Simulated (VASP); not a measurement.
# RbH3 (Cmm2) in VASP: relaxation of cell and atoms with PBE

Aim: the relaxation of cell and atoms of RbH3 with PBE.

All numbers are computed with VASP 6.6.1; they aren't measurements. Logs are shortened: lines on timing, memory, paths and dates and some standing lists are left out, and cuts for length are marked.

### Step 1. The cell of the first run

Symmetry: Cmm2, No. 35, orthorhombic system. The conventional cell has a = 5.964 Å, b = 6.410 Å, c = 3.538 Å, α = 90.00°, β = 90.00°, γ = 90.00°. Rb (site symmetry mm2) has 12 H at 2.64 to 3.40 Å within 3.5 Å. Within 2.5 Å of H (site symmetry m) lie 3 H at 1.86 to 2.12 Å. H (site symmetry mm2) has 4 H at 1.88 to 2.12 Å within 2.5 Å.

### Step 2. Relaxation of cell and atoms, PBE

Input file INCAR:

```
  PREC = Accurate
  ENCUT = 600
  EDIFF = 1E-6
  ISMEAR = 0
  SIGMA = 0.1
  LREAL = False
  LASPH = True
  NELM = 80
  ALGO = Normal
  ISIF = 3
  LWAVE = False
  LCHARG = False
  GGA = PE
  IBRION = 2
  NSW = 90
  EDIFFG = -0.04
```

Input file KPOINTS:

```
Automatic mesh
0
Gamma
  4 4 6
```

Input file POSCAR:

```
RbH3
1.0
    2.9821846280     -3.2050376239      0.0000000000
    2.9821846280      3.2050376239      0.0000000000
    0.0000000000      0.0000000000      3.5381591938
Rb H
1 3
Direct
    0.0000000000      0.0000000000      0.6666666667
    0.6452239272      0.3547760728      0.2904478545
    0.3547760728      0.6452239272      0.2904478545
    0.5000000000      0.5000000000      0.8286004245
```

Potentials or basis: VASP PAW PBE potentials, release 64 (Rb_sv, H).

On the command line:

```
$ cat potpaw_PBE.64/Rb_sv/POTCAR potpaw_PBE.64/H/POTCAR > POTCAR
$ mpirun -np 1 vasp_std > vasp.out
```

OUTCAR:

```text
PREC = Accurate
   ENCUT = 600
   EDIFF = 1E-6
   ISMEAR = 0
   LREAL = False
   LASPH = True
   NELM = 80
   ISIF = 3
   GGA = PE
   IBRION = 2
   NSW = 90
   EDIFFG = -0.04

 ion  position               nearest neighbor table
   1  0.000  0.000  0.667-   2 2.64   3 2.64   4 3.04   4 3.04   2 3.17   3 3.17   4 3.26   4 3.26

   2  0.645  0.355  0.290-   1 2.64   1 3.17
   3  0.355  0.645  0.290-   1 2.64   1 3.17
   4  0.500  0.500  0.829-   1 3.04   1 3.04   1 3.26   1 3.26

  LATTYP: Found a base centered orthorhombic cell.
 ALAT       =     5.9643692560
 B/A-ratio  =     1.0747281016
 C/A-ratio  =     0.5932159868

  Lattice vectors:

 A1 = (   2.9821846280,  -3.2050376239,   0.0000000000)
 A2 = (   2.9821846280,   3.2050376239,   0.0000000000)
 A3 = (   0.0000000000,   0.0000000000,   3.5381591938)

Analysis of symmetry for initial positions (statically):
=====================================================================
 Subroutine PRICEL returns:
 Original cell was already a primitive cell.

 Routine SETGRP: Setting up the symmetry group for a
 base centered orthorhombic supercell.

 Subroutine GETGRP returns: Found  4 space group operations
 (whereof  4 operations were pure point group operations)
 out of a pool of  8 trial point group operations.

The static configuration has the point symmetry C_2v.

Analysis of symmetry for dynamics (positions and initial velocities):
=====================================================================
 Subroutine PRICEL returns:
 Original cell was already a primitive cell.

 Routine SETGRP: Setting up the symmetry group for a
 base centered orthorhombic supercell.

 Subroutine GETGRP returns: Found  4 space group operations
 (whereof  4 operations were pure point group operations)
 out of a pool of  8 trial point group operations.

The dynamic configuration has the point symmetry C_2v.

 Subroutine INISYM returns: Found  4 space group operations
 (whereof  4 operations are pure point group operations),
 and found     1 'primitive' translations

----------------------------------------------------------------------------------------

                                     Primitive cell

  volume of cell :      67.6355

  direct lattice vectors                    reciprocal lattice vectors
     2.982184628 -3.205037624  0.000000000     0.167662322 -0.156004409  0.000000000
     2.982184628  3.205037624  0.000000000     0.167662322  0.156004409  0.000000000
     0.000000000  0.000000000  3.538159194     0.000000000  0.000000000  0.282632845

  length of vectors
     4.377863786  4.377863786  3.538159194     0.229015349  0.229015349  0.282632845

  position of ions in fractional coordinates (direct lattice)
     0.000000000  0.000000000  0.666666667
     0.645223927  0.354776073  0.290447855
     0.354776073  0.645223927  0.290447855
     0.500000000  0.500000000  0.828600425

  ion indices of the primitive-cell ions
   primitive index   ion index
                 1           1
                 2           2
                 3           3
                 4           4

----------------------------------------------------------------------------------------

 KPOINTS: Automatic mesh

Automatic generation of k-mesh.
 Grid dimensions read from file:
 generate k-points for:    4    4    6

 Generating k-lattice:

  Cartesian coordinates                     Fractional coordinates (reciprocal lattice)
     0.041915581 -0.039001102  0.000000000     0.250000000 -0.000000000  0.000000000
     0.041915581  0.039001102  0.000000000    -0.000000000  0.250000000  0.000000000
     0.000000000  0.000000000  0.047105474     0.000000000  0.000000000  0.166666667

  Length of vectors
     0.057253837  0.057253837  0.047105474

  Shift w.r.t. Gamma in fractional coordinates (k-lattice)
     0.000000000  0.000000000  0.000000000

 Subroutine IBZKPT returns following result:
 ===========================================

 Found     28 irreducible k-points:

 Following reciprocal coordinates:
            Coordinates               Weight
  0.000000  0.000000  0.000000      1.000000
  0.250000  0.000000  0.000000      4.000000
  0.500000  0.000000  0.000000      2.000000
  0.250000  0.250000  0.000000      2.000000
  0.500000  0.250000  0.000000      4.000000
 -0.250000  0.250000  0.000000      2.000000
[... 16 lines left out ...]
  0.250000  0.000000  0.500000      4.000000
  0.500000  0.000000  0.500000      2.000000
 [... further k-points ...]
   k-points           NKPTS =     28   k-points in BZ     NKDIM =     28   number of bands    NBANDS=     10
   number of dos      NEDOS =    301   number of ions     NIONS =      4
   total plane-waves  NPLWV =  36288
   dimension x,y,z NGX =    36 NGY =   36 NGZ =   28
   dimension x,y,z NGXF=    72 NGYF=   72 NGZF=   56
   ions per type =               1   3
   NGX,Y,Z   is equivalent  to a cutoff of  13.67, 13.67, 13.16 a.u.
   NGXF,Y,Z  is equivalent  to a cutoff of  27.34, 27.34, 26.31 a.u.
 SYSTEM =  unknown system
   PREC   = accura    normal or accurate (medium, high low for compatibility)
   ISTART =      0    job   : 0-new  1-cont  2-samecut
   ICHARG =      2    charge: 1-file 2-atom 10-const
   ISPIN  =      1    spin polarized calculation?
   LNONCOLLINEAR =      F non collinear calculations
   LSORBIT =      F    spin-orbit coupling
   LASPH  =      T    aspherical Exc in radial PAW
   ENCUT  =  600.0 eV  44.10 Ry    6.64 a.u.   8.74  8.74  7.07*2*pi/ulx,y,z
   NELM   =     80;   NELMIN=  2; NELMDL= -5     # of ELM steps
   EDIFF  = 0.1E-05   stopping-criterion for ELM
   LREAL  =      F    real-space projection
   EDIFFG = -.4E-01   stopping-criterion for IOM
   NSW    =     90    number of steps for IOM
   IBRION =      2    ionic relax: 0-MD 1-quasi-New 2-CG
   NFREE  =      1    steps in history (QN), initial steepest desc. (CG)
   ISIF   =      3    stress and relaxation
   ISYM   =      2    0-nonsym 1-usesym 2-fastsym
   POTIM  = 0.5000    time-step for ionic-motion
   TEBEG  =    0.0;   TEEND  =   0.0 temperature during run
   PSTRESS=    0.0 pullay stress
   NELECT =      12.0000    total number of electrons
   NUPDOWN=      -1.0000    fix difference up-down
   EMIN   =  10.00;   EMAX   =-10.00  energy-range for DOS
   EFERMI =   0.00;   METHOD = LEGACY
   ISMEAR =     0;   SIGMA  =   0.10  broadening in eV -4-tet -1-fermi 0-gaus
   EFERMI_NEDOS =   21; number of points for ismear=-14 and -15
   IALGO  =     38    algorithm
   IMIX   =      4    mixing-type and parameters
     AMIX     =   0.40;   BMIX     =  1.00
     AMIX_MAG =   1.60;   BMIX_MAG =  1.00
  volume/ion in A,a.u.               =      16.91       114.11
  Fermi-wavevector in a.u.,A,eV,Ry     =   0.919906  1.738371 11.513624  0.846228
  Thomas-Fermi vector in A             =   2.045152
   LORBIT       =      0    0 simple, 1 ext, 2 COOP (PROOUT), +10 PAW based schemes
   GGA     = PE    functional components
   LHFCALC =     F    Hartree Fock is set to
   AEXX    =    0.0000 exact exchange contribution
   IVDW    =     0    specifies the selected vdW correction
   LEPSILON=     F    determine dielectric tensor
   LRPA    =     F    only Hartree local field effects (RPA)
 conjugate gradient relaxation of ions
 non-spin polarized calculation
 Gauss-broadening in eV      SIGMA  =   0.10
  energy-cutoff  :      600.00
  volume of cell :       67.64
 maximum number of plane-waves:      2274
 NGX is ok and might be reduce to    36
   NGX = 17   NGY = 17   NGZ = 15

--------------------------------------- Ionic step        1  -------------------------------------------

 number of electron      12.0000000 magnetization

 Free energy of the ion-electron system (eV)
  ---------------------------------------------------
  ext. energy  EPLUGINS =         0.00000000
  ---------------------------------------------------
  free energy    TOTEN  =        -7.52008510 eV

  energy without entropy =       -7.49964346  energy(sigma->0) =       -7.50986428

------------------------ aborting loop because EDIFF is reached ----------------------------------------

  FORCE on cell =-STRESS in cart. coord.  units (eV):
  Direction    XX          YY          ZZ          XY          YZ          ZX
  --------------------------------------------------------------------------------------
  -------------------------------------------------------------------------------------
  Total       -1.5874892     -0.0447596     -1.5751938      0.0000000      0.0000000      0.0000000
  in kB      -37.6050655     -1.0602835    -37.3138069      0.0000000      0.0000000      0.0000000
  external PRESSURE =     -25.3263853 kB  Pullay stress =       0.0000000 kB
[... 728 lines left out ...]
 k-point    24 :       0.5000    0.0000    0.5000
  band No.  band energies     occupation
      1     -24.4903      2.00000
      2     -13.7453      2.00000
      3      -9.9830      2.00000
      4      -8.5699      2.00000
      5      -4.4766      2.00000
      6       1.8949      2.00000
      7       4.5751      0.00000
      8       5.5979      0.00000
      9       7.8234      0.00000
     10      11.2494      0.00000

 [... further k-points ...]

[... ionic steps 4 to 37 ...]

--------------------------------------- Ionic step       38  -------------------------------------------

 number of electron      12.0000000 magnetization

------------------------ aborting loop because EDIFF is reached ----------------------------------------

  FORCE on cell =-STRESS in cart. coord.  units (eV):
  Direction    XX          YY          ZZ          XY          YZ          ZX
  --------------------------------------------------------------------------------------
  -------------------------------------------------------------------------------------
  Total        0.1267627      0.1504559      0.1852686      0.0000000      0.0000000      0.0000000
  in kB        3.5659455      4.2324558      5.2117657      0.0000000      0.0000000      0.0000000
  external PRESSURE =       4.3367223 kB  Pullay stress =       0.0000000 kB
[... 61 lines left out ...]
  energy  without entropy=      -10.8890977950  energy(sigma->0) =      -10.88909779

--------------------------------------- Ionic step       40  -------------------------------------------

 number of electron      12.0000002 magnetization

 Free energy of the ion-electron system (eV)
  ---------------------------------------------------
  ext. energy  EPLUGINS =         0.00000000
  ---------------------------------------------------
  free energy    TOTEN  =       -10.88987149 eV

  energy without entropy =      -10.88987149  energy(sigma->0) =      -10.88987149

 E-fermi :   1.3361     XC(G=0):  -7.5902

 val. band max:        0.8660962901   @ k =   0.0000   0.0000   0.5000
 cond. band min:       1.8157308131   @ k =   0.0000   0.0000   0.5000
 fundamental gap:      0.9496345230
 Fermi energy:         1.3361220862

 k-point     1 :       0.0000    0.0000    0.0000
  band No.  band energies     occupation
      1     -27.2239      2.00000
      2     -11.2098      2.00000
      3     -11.1160      2.00000
      4     -10.9142      2.00000
      5      -7.1542      2.00000
      6       0.4016      2.00000
      7       2.6236      0.00000
      8       4.3885      0.00000
      9       4.7726      0.00000
     10       7.3656      0.00000
[... 330 lines left out ...]
  FREE ENERGIE OF THE ION-ELECTRON SYSTEM (eV)
  ---------------------------------------------------
  free  energy   TOTEN  =       -10.8898714885 eV

  energy  without entropy=      -10.8898714885  energy(sigma->0) =      -10.88987149

 reached required accuracy - stopping structural energy minimisation
```

It took 4.6 min on 1 thread of Intel Xeon Platinum 8488C (Sapphire Rapids), shared host; peak memory 0.22 GiB.

What came out:

* Free energy: -10.8899 eV
* Relaxed volume: 14.68 Å³/atom
* Relaxed cell: a = 4.263 Å, b = 4.263 Å, c = 3.589 Å, α = 90.00°, β = 90.00°, γ = 115.80°
* Space group after relaxing (to 0.05 Å): Cmm2 (No. 35)
* Energy gained by relaxing: 842.4 meV/atom
* Ionic steps: 40
* Pressure after relaxing: 0.0 GPa
* Largest force after relaxing: 0.021 eV/Å
* Band gap on the k mesh: 0.95 eV, direct

Forces in eV/Å, atoms in the order of the input:
```
Rb   0.000  0.000 -0.018
H    0.000 -0.010  0.019
H    0.000  0.010  0.019
H    0.000  0.000 -0.020
```

The path:
```tsv
step	energy change (eV)	largest force (eV/Å)	pressure (GPa)	volume (Å³)
1	0.0000	0.4688	-2.53	67.64
2	-0.0873	0.4271	-2.36	65.05
3	-0.3143	0.4866	-1.30	57.58
4	-0.3555	0.9444	6.70	44.06
5	-0.4325	0.7086	0.96	51.04
6	-0.4415	0.7783	2.39	48.65
7	-0.5475	1.2469	3.14	47.69
8	-0.8794	2.4736	7.78	44.63
9	-0.3264	2.0407	34.50	37.85
10	-0.9078	2.6732	12.27	42.76
11	-0.9186	2.9509	17.12	41.42
12	-0.9380	2.9308	17.51	41.36
13	-0.9866	2.8228	18.71	41.20
14	-1.0432	2.5283	21.25	40.85
15	-1.1079	2.4874	20.74	41.08
16	-1.2944	2.3640	19.30	41.76
17	-1.6333	2.1115	16.59	43.15
18	-2.1781	1.5744	11.94	45.99
19	-2.7460	0.7265	4.95	52.00
20	-2.7786	0.8355	3.02	54.27
21	-2.8964	0.6362	2.73	54.96
22	-3.1148	0.4201	2.47	56.92
23	-2.9189	2.7292	4.07	60.43
24	-3.1551	0.8192	2.58	57.96
25	-3.2236	0.5072	1.54	59.74
26	-3.2945	0.1821	-0.48	63.98
27	-3.2956	0.2041	-0.71	64.62
28	-3.3157	0.1390	-0.63	64.91
29	-3.3280	0.1588	-0.44	65.33
30	-3.3338	0.0920	-0.50	64.84
31	-3.3404	0.1259	-0.67	63.37
32	-3.3451	0.0901	-0.39	62.18
33	-3.3480	0.0926	0.04	60.33
34	-3.3536	0.0957	0.05	59.55
35	-3.3593	0.1634	0.22	57.27
36	-3.3626	0.0876	0.45	56.69
37	-3.3630	0.0862	0.59	56.37
38	-3.3660	0.0476	0.43	56.95
39	-3.3690	0.0586	0.03	58.44
40	-3.3698	0.0214	0.04	58.72
```

Final structure:
```
Rb H
1.0
     2.26524   -3.61086    0.00000
     2.26524    3.61086    0.00000
     0.00000    0.00000    3.58939
Rb H
1 3
Direct
  0.00000 0.00000 0.65248
  0.64509 0.35491 0.14053
  0.35491 0.64509 0.14053
  0.50000 0.50000 0.14262
```

Levels at points of the mesh, in eV from the valence-band top:
| k point | band 4 | band 5 | band 6 | band 7 | band 8 | band 9 |
| --- | --- | --- | --- | --- | --- | --- |
| (0.00, 0.00, 0.00) | -11.78 | -8.02 | -0.46 | 1.76 | 3.52 | 3.91 |
| (0.50, 0.00, 0.00) | -11.75 | -6.98 | -2.49 | 2.63 | 4.13 | 5.59 |
| (0.50, 0.50, 0.00) | -11.74 | -7.35 | -2.63 | 3.02 | 5.51 | 5.96 |
| (0.00, 0.00, 0.50) | -11.87 | -7.10 | 0.00 | 0.95 | 4.34 | 4.36 |
| (0.50, 0.00, 0.50) | -11.95 | -7.37 | -1.35 | 3.01 | 3.13 | 4.16 |
| (0.50, 0.50, 0.50) | -12.04 | -6.75 | -2.89 | 2.53 | 3.11 | 5.06 |
